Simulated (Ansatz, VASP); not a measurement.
# One calculation of MnO2, two programs

```
Mn O
1.0
     4.39700    0.00000    0.00000
     0.00000    4.39700    0.00000
     0.00000    0.00000    2.86900
Mn O
2 4
Direct
  0.00000 0.00000 0.00000
  0.50000 0.50000 0.50000
  0.30500 0.30500 0.00000
  0.19500 0.80500 0.50000
  0.69500 0.69500 0.00000
  0.80500 0.19500 0.50000
```

Alike in both runs: task single point; functional PBE; k mesh 5 × 5 × 7; occupations gaussian, width 0.05 eV; collinear spin; Hubbard terms Mn d U = 3.9 eV.

|  | VASP | Ansatz |
| --- | --- | --- |
| version | VASP 6.6.1 | Ansatz 0.2.0 |
| potentials or method | VASP PAW PBE potentials, release 64 (Mn_sv, O), cutoff 600 eV | PAW, plane waves, scalar-relativistic |
| valence electrons in the cell | 54 | 54 |

Ansatz gave:

- rms of the force components (eV/Å): 0.040
- net moment per atom (μB): 0.00
- size of the moment on the site where the two differ most (μB): 2.55

Task: Estimate VASP's values.

Result: rms of the force components (eV/Å): 0.046; net moment per atom (μB): 0.00; size of the moment on the site where the two differ most (μB): 2.82.

Site moments also hang on the region over which each program counts them. The programs project onto different local orbitals, so the same U acts differently, and such runs can settle in different states. Atom by atom the forces differ by 0.006 eV/Å (rms over components). Ansatz's warnings: specified occupation not kept.
